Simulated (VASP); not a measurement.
A run of VASP 6.6.1 is set up as follows.

File POSCAR:

```
Re
1.0
    0.0000000000      1.9750000000      1.9750000000
    1.9750000000      0.0000000000      1.9750000000
    1.9750000000      1.9750000000      0.0000000000
Re
1
Direct
    0.0000000000      0.0000000000      0.0000000000
```

Contents of INCAR.step1:

```
ALGO = Normal
EDIFF = 1E-4
ENCUT = 520
GGA = PE
ISMEAR = 0
LASPH = True
LCHARG = False
LREAL = False
LWAVE = True
NBANDS = 10
NELM = 100
PREC = Accurate
SIGMA = 0.1
```

File INCAR.step2:

```
ALGO = Normal
EDIFF = 1E-6
ENCUT = 520
ISIF = 2
ISMEAR = 0
ISTART = 1
LASPH = True
LCHARG = False
LMIXTAU = True
LREAL = False
LWAVE = False
METAGGA = R2SCAN
NBANDS = 10
NELM = 100
PREC = Accurate
SIGMA = 0.1
```

The input KPOINTS:

```
k-points
0
Gamma
  18 18 18
```

Potentials or basis: VASP PAW PBE potentials, release 64 (Re).

Run with:

```console
$ cat potpaw_PBE.64/Re/POTCAR > POTCAR
$ cp INCAR.step1 INCAR
$ mpirun -np 1 vasp_std > vasp.out
$ cp INCAR.step2 INCAR
$ mpirun -np 1 vasp_std > vasp.out
```

Question: What does it give for the pressure?

Answer: -15.5 GPa.

Question: Predict the band gap on the k mesh.

Answer: Zero (an odd number of electrons rules out a gap without spin polarisation).

Caveat: the cell stands under tension; the PAW data sets were made with another functional, which shifts forces and pressure a little; spin-orbit coupling is left out, which moves the levels of the heavy elements.
